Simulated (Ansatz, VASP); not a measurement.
One calculation of CsBr, two programs

INCAR

```
SYSTEM = CsBr
PREC = Accurate ; ENCUT = 500
EDIFF = 1E-6 ; ISMEAR = 1
SIGMA = 0.05 ; LREAL = .False.
LASPH = .True. ; NELM = 120
ALGO = Normal ; ISIF = 2
LWAVE = .False. ; LCHARG = .False.
GGA = PE ; NBANDS = 15
GGA_COMPAT = .False.
```

File KPOINTS:

```
regular mesh
0
Gamma
  4 4 4
  0 0 0
```

Contents of POSCAR:

```
CsBr
1.0
    4.3196004938      0.0000000000      0.0000000000
    0.0000000000      4.3196004938      0.0000000000
    0.0000000000      0.0000000000      4.3196004938
Cs Br
1 1
Direct
    0.0000000000      0.0000000000      0.0000000000
    0.5000000000      0.5000000000      0.5000000000
```

Input for Ansatz:

```yaml
crystal:
  lattice:
    - [4.3196004938, 0.0, 0.0]
    - [0.0, 4.3196004938, 0.0]
    - [0.0, 0.0, 4.3196004938]
  atoms:
    - { symbol: Cs, position: [0.0, 0.0, 0.0] }
    - { symbol: Br, position: [0.5, 0.5, 0.5] }
kpoints:
  mp_grid: { grid: [4, 4, 4] }
hamiltonian:
  xc: pbe
scf:
  occupations: { method: cold, width: 0.05 }
  n_extra_bands: 4
output:
  forces: true
  stress: true
  eigenvalues: true
```

Alike in both runs: task single point; functional PBE; k mesh 4 × 4 × 4; no spin polarisation.

|  | VASP | Ansatz |
| --- | --- | --- |
| version | VASP 6.6.1 | Ansatz 0.2.0 |
| potentials or method | VASP PAW PBE potentials, release 64 (Cs_sv, Br) | plane waves |
| plane-wave cutoff (eV) | 500 | 420 |
| occupations | methfessel-paxton of order 1, width 0.05 eV | cold, width 0.05 eV |
| valence electrons in the cell | 16 | 16 |

```tsv
	VASP	Ansatz	Ansatz less VASP
gap on the k mesh at the Fermi level (eV)	4.42	4.44	+0.013
pressure (GPa)	0.7	0.7	-0.05
```

Spin-orbit coupling is off throughout.
